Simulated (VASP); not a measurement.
# Ga4SeS3 (Pmn2_1) in VASP: single point with PBE+D3(BJ)

Aim: the single point of Ga4SeS3 with PBE+D3(BJ).

All numbers are computed with VASP 6.6.1; they aren't measurements. Logs are shortened: lines on timing, memory, paths and dates and some standing lists are left out, and cuts for length are marked.

**1. The cell of the first run**

It takes space group Pmn2_1 (No. 31, orthorhombic). Conventional cell: a = 3.636 Å, b = 6.293 Å, c = 15.611 Å, α = 90.00°, β = 90.00°, γ = 90.00°. Within 3.1 Å of Ga (site symmetry m) lie 1 S at 2.33 Å and 2 Se at 2.44 Å and 1 Ga at 2.44 Å. Ga (site symmetry m) has 2 S at 2.35 Å and 1 Ga at 2.45 Å and 1 Se at 2.45 Å within 3.1 Å. Ga (site symmetry m) has 3 S at 2.36 Å and 1 Ga at 2.44 Å within 3.1 Å. Within 3.1 Å of Ga (site symmetry m) lie 3 S at 2.35 to 2.36 Å and 1 Ga at 2.45 Å. Se (site symmetry m) has 3 Ga at 2.44 to 2.45 Å within 3.2 Å. S (site symmetry m) has 3 Ga at 2.33 to 2.35 Å within 3.1 Å. S (site symmetry m) has 3 Ga at 2.35 to 2.36 Å within 3.1 Å. S (site symmetry m) has 3 Ga at 2.36 Å within 3.1 Å.

**2. Single point, PBE+D3(BJ)**

File INCAR:

```
  PREC = Accurate
  ENCUT = 520
  EDIFF = 1E-7
  ISMEAR = 0
  SIGMA = 0.02
  LREAL = Auto
  LASPH = True
  NELM = 60
  ALGO = Normal
  ISIF = 2
  LWAVE = False
  LCHARG = False
  GGA = PE
  IVDW = 12
  NBANDS = 90
```

File KPOINTS:

```
Automatic mesh
0
Gamma
  4 4 1
```

File POSCAR:

```
Ga4SeS3
1.0
    7.2682321810     -0.0020064484      0.0000000000
   -1.8179268579      3.1487416881      0.0000000000
    0.0000000000      0.0000000000     15.6110037226
Ga Se S
8 2 6
Direct
    0.1618320965      0.6618320965      0.1732135058
    0.6699370685      0.6699370685      0.1726706794
    0.3381679035      0.3381679035      0.6732135058
    0.8300629315      0.3300629315      0.6726706794
    0.1652588896      0.6652588896      0.3297687165
    0.6674607303      0.6674607303      0.3295558220
    0.3347411104      0.3347411104      0.8297687165
    0.8325392697      0.3325392697      0.8295558220
    0.1677725003      0.6677725003      0.5943030138
    0.3322274997      0.3322274997      0.0943030138
    0.6670688940      0.6670688940      0.6040986952
    0.8329311060      0.3329311060      0.1040986952
    0.1663982312      0.6663982312      0.8975868459
    0.6676881146      0.6676881146      0.8988027213
    0.3336017688      0.3336017688      0.3975868459
    0.8323118854      0.3323118854      0.3988027213
```

Potentials or basis: VASP PAW PBE potentials, release 64 (Ga_d, Se, S).

Command:

```
> cat potpaw_PBE.64/Ga_d/POTCAR potpaw_PBE.64/Se/POTCAR potpaw_PBE.64/S/POTCAR > POTCAR
> mpirun -np 1 vasp_std > vasp.out
```

OUTCAR:

```text
PREC = Accurate
   ENCUT = 520
   EDIFF = 1E-7
   ISMEAR = 0
   LREAL = Auto
   LASPH = True
   NELM = 60
   ISIF = 2
   GGA = PE
   IVDW = 12
 IVDW          = 12

 ion  position               nearest neighbor table
   1  0.162  0.662  0.173-  12 2.33  10 2.44  10 2.44   5 2.44
   2  0.670  0.670  0.173-  12 2.35  12 2.35   6 2.45  10 2.45
   3  0.338  0.338  0.673-  11 2.33   9 2.44   9 2.44   7 2.44
   4  0.830  0.330  0.673-  11 2.35  11 2.35   8 2.45   9 2.45
   5  0.165  0.665  0.330-  15 2.36  15 2.36  16 2.36   1 2.44
   6  0.667  0.667  0.330-  15 2.35  16 2.36  16 2.36   2 2.45
   7  0.335  0.335  0.830-  13 2.36  13 2.36  14 2.36   3 2.44
   8  0.833  0.333  0.830-  13 2.35  14 2.36  14 2.36   4 2.45
   9  0.168  0.668  0.594-   3 2.44   3 2.44   4 2.45
  10  0.332  0.332  0.094-   1 2.44   1 2.44   2 2.45
  11  0.667  0.667  0.604-   3 2.33   4 2.35   4 2.35
  12  0.833  0.333  0.104-   1 2.33   2 2.35   2 2.35
  13  0.166  0.666  0.898-   8 2.35   7 2.36   7 2.36
  14  0.668  0.668  0.899-   8 2.36   8 2.36   7 2.36
  15  0.334  0.334  0.398-   6 2.35   5 2.36   5 2.36
  16  0.832  0.332  0.399-   6 2.36   6 2.36   5 2.36

  Warning from LATTYP: Monoclinic adjustment (A1->A3, A2->A1, A3->A2)!
  LATTYP: Found a simple orthorhombic cell.
 ALAT       =     3.6358537208
 B/A-ratio  =     1.7309471093
 C/A-ratio  =     4.2936281054

  Lattice vectors:

 A1 = (   1.8179268579,  -3.1487416881,   0.0000000000)
 A2 = (   5.4503053231,   3.1467352397,   0.0000000000)
 A3 = (   0.0000000000,   0.0000000000,  15.6110037226)

Analysis of symmetry for initial positions (statically):
=====================================================================
 Subroutine PRICEL returns:
 Original cell was already a primitive cell.

 Routine SETGRP: Setting up the symmetry group for a
 simple orthorhombic supercell.

 Subroutine GETGRP returns: Found  4 space group operations
 (whereof  2 operations were pure point group operations)
 out of a pool of  8 trial point group operations.

The static configuration has the point symmetry C_1h.
 The point group associated with its full space group is C_2v.

Analysis of symmetry for dynamics (positions and initial velocities):
=====================================================================
 Subroutine PRICEL returns:
 Original cell was already a primitive cell.

 Routine SETGRP: Setting up the symmetry group for a
 simple orthorhombic supercell.

 Subroutine GETGRP returns: Found  4 space group operations
 (whereof  2 operations were pure point group operations)
 out of a pool of  8 trial point group operations.

The dynamic configuration has the point symmetry C_1h.
[... 121 lines left out ...]
   TEBEG  =    0.0;   TEEND  =   0.0 temperature during run
   PSTRESS=    0.0 pullay stress
   NELECT =     152.0000    total number of electrons
   NUPDOWN=      -1.0000    fix difference up-down
   EMIN   =  10.00;   EMAX   =-10.00  energy-range for DOS
   EFERMI =   0.00;   METHOD = LEGACY
   ISMEAR =     0;   SIGMA  =   0.02  broadening in eV -4-tet -1-fermi 0-gaus
   EFERMI_NEDOS =   21; number of points for ismear=-14 and -15
   IALGO  =     38    algorithm
   IMIX   =      4    mixing-type and parameters
     AMIX     =   0.40;   BMIX     =  1.00
     AMIX_MAG =   1.60;   BMIX_MAG =  1.00
  volume/ion in A,a.u.               =      22.33       150.66
  Fermi-wavevector in a.u.,A,eV,Ry     =   1.231346  2.326907 20.629341  1.516214
  Thomas-Fermi vector in A             =   2.366159
   LORBIT       =      0    0 simple, 1 ext, 2 COOP (PROOUT), +10 PAW based schemes
   GGA     = PE    functional components
   LHFCALC =     F    Hartree Fock is set to
   AEXX    =    0.0000 exact exchange contribution
   IVDW    =    12    specifies the selected vdW correction
   LEPSILON=     F    determine dielectric tensor
   LRPA    =     F    only Hartree local field effects (RPA)
 non-spin polarized calculation
 Gauss-broadening in eV      SIGMA  =   0.02
  energy-cutoff  :      520.00
  volume of cell :      357.21
 maximum number of plane-waves:      9642
   NGX = 27   NGY = 13   NGZ = 59

 number of electron     151.9999996 magnetization

 Free energy of the ion-electron system (eV)
  ---------------------------------------------------
  ext. energy  EPLUGINS =         0.00000000
  ---------------------------------------------------
  free energy    TOTEN  =       -64.69510248 eV

  energy without entropy =      -64.69510248  energy(sigma->0) =      -64.69510248

 E-fermi :   3.9021     XC(G=0):  -9.4159

 val. band max:        3.7864412954   @ k =   0.0000   0.0000   0.0000
 cond. band min:       5.2218534185   @ k =   0.0000   0.0000   0.0000
 fundamental gap:      1.4354121232
 Fermi energy:         3.9021206832

 k-point     1 :       0.0000    0.0000    0.0000
  band No.  band energies     occupation
      1     -11.3910      2.00000
      2     -11.3887      2.00000
      3     -11.2738      2.00000
      4     -11.2710      2.00000
      5     -11.2408      2.00000
      6     -11.2399      2.00000
[... 808 lines left out ...]
     87       8.3356      0.00000
     88       8.3356      0.00000
 [bands above 88 left out]

------------------------ aborting loop because EDIFF is reached ----------------------------------------

 Edisp (eV)   -4.43082

 E8    (eV) :    -1.8701

  FORCE on cell =-STRESS in cart. coord.  units (eV):
  Direction    XX          YY          ZZ          XY          YZ          ZX
  --------------------------------------------------------------------------------------
  -------------------------------------------------------------------------------------
  Total       0.12537     0.79385     0.24783    -0.57892     0.00000     0.00000
  in kB       0.56231     3.56057     1.11159    -2.59657     0.00000     0.00000
  external pressure =        1.74 kB  Pullay stress =        0.00 kB

 VOLUME and BASIS-vectors are now :
 -----------------------------------------------------------------------------
  energy-cutoff  :      520.00
  volume of cell :      357.21
      direct lattice vectors                 reciprocal lattice vectors
     7.268232181 -0.002006448  0.000000000     0.137606970  0.079447421  0.000000000
    -1.817926858  3.148741688  0.000000000     0.000087686  0.317637808  0.000000000
     0.000000000  0.000000000 15.611003723     0.000000000  0.000000000  0.064057380

 POSITION                                       TOTAL-FORCE (eV/Angst)
 -----------------------------------------------------------------------------------
     -0.02693      2.08361      2.70404        -0.023983     -0.013846      0.024232
      3.65136      2.10811      2.69556         0.009921      0.005728      0.016140
      1.84312      1.06412     10.50954         0.023983      0.013846      0.024232
      5.43306      1.03762     10.50106        -0.009921     -0.005728      0.016140
     -0.00825      2.09440      5.14802        -0.008999     -0.005196     -0.007444
      3.63786      2.10032      5.14470        -0.005051     -0.002916     -0.008648
[... 8 lines left out ...]
      1.81823      1.04976      6.20673         0.002478      0.001431     -0.006643
      5.44532      1.04469      6.22571         0.006100      0.003522     -0.006556
 -----------------------------------------------------------------------------------
    total drift:                               -0.000000      0.000000      0.005282

  FREE ENERGIE OF THE ION-ELECTRON SYSTEM (eV)
  ---------------------------------------------------
  free  energy   TOTEN  =       -69.1259207400 eV

  energy  without entropy=      -69.1259207400  energy(sigma->0) =      -69.12592074
```

OSZICAR:

```text
N       E                     dE             d eps       ncg     rms          rms(c)
DAV:   1     0.184977365386E+04    0.18498E+04   -0.65092E+04  1790   0.247E+03
DAV:   2     0.393304529035E+03   -0.14565E+04   -0.14033E+04  1652   0.743E+02
[... 10 lines left out ...]
DAV:  13    -0.646950305843E+02   -0.36058E-04   -0.63987E-04  2352   0.488E-01    0.323E-02
DAV:  14    -0.646950984094E+02   -0.67825E-04   -0.41676E-04  2432   0.120E-01    0.449E-02
DAV:  15    -0.646951055909E+02   -0.71815E-05   -0.44423E-05  2088   0.553E-02    0.312E-02
DAV:  16    -0.646951024309E+02    0.31600E-05   -0.12043E-05  2320   0.713E-02    0.119E-02
DAV:  17    -0.646951019644E+02    0.46649E-06   -0.82554E-06  2416   0.420E-02    0.621E-03
DAV:  18    -0.646951025062E+02   -0.54172E-06   -0.39656E-06  1904   0.998E-03    0.439E-03
DAV:  19    -0.646951024780E+02    0.28125E-07   -0.27339E-07  1296   0.462E-03
   1 F= -.69125921E+02 E0= -.69125921E+02  d E =-.208601E-17
```

stdout:

```text
POSCAR found type information on POSCAR GaSeS
 POSCAR found :  3 types and      16 ions
 scaLAPACK will be used
 LDA part: xc-table for (Slater+PW92), standard interpolation
 POSCAR, INCAR and KPOINTS ok, starting setup
 FFT: planning ... GRIDC
 FFT: planning ... GRID_SOFT
 FFT: planning ... GRID
 WAVECAR not read
 entering main loop
```

Wall time 12 min (1 thread of Intel Xeon Platinum 8488C (Sapphire Rapids), shared host); peak memory 0.52 GiB.

Results:

```yaml
Free_energy: -69.1259 eV
Pressure: 0.2 GPa
Largest_force: 0.037 eV/Å
Band_gap_on_the_k_mesh: 1.44 eV
Dispersion_energy_per_atom: -0.277 eV
```

Forces on the atoms (eV/Å):
```
Ga  -0.024 -0.014  0.024
Ga   0.010  0.006  0.016
Ga   0.024  0.014  0.024
Ga  -0.010 -0.006  0.016
Ga  -0.009 -0.005 -0.007
Ga  -0.005 -0.003 -0.009
Ga   0.009  0.005 -0.007
Ga   0.005  0.003 -0.009
Se  -0.012 -0.007 -0.017
Se   0.012  0.007 -0.017
S   -0.004 -0.002  0.006
S    0.004  0.002  0.006
S   -0.002 -0.001 -0.007
S   -0.006 -0.004 -0.007
S    0.002  0.001 -0.007
S    0.006  0.004 -0.007
```

Levels at points of the mesh, in eV from the valence-band top:
```csv
k point,band 74,band 75,band 76,band 77,band 78,band 79
"(0.00, 0.00, 0.00)",-1.05,-1.02,0.00,1.44,1.45,1.57
"(0.50, 0.00, 0.00)",-0.99,-0.69,-0.59,2.18,2.19,2.56
"(0.00, 0.50, 0.00)",-2.24,-1.70,-1.70,1.46,1.46,1.59
"(0.50, 0.50, 0.00)",-1.82,-1.37,-1.37,2.21,2.21,2.60
```

Caveat: the k points lie up to 0.43 Å⁻¹ apart; an odd mesh through Γ misses points on the zone boundary, where band edges can lie.
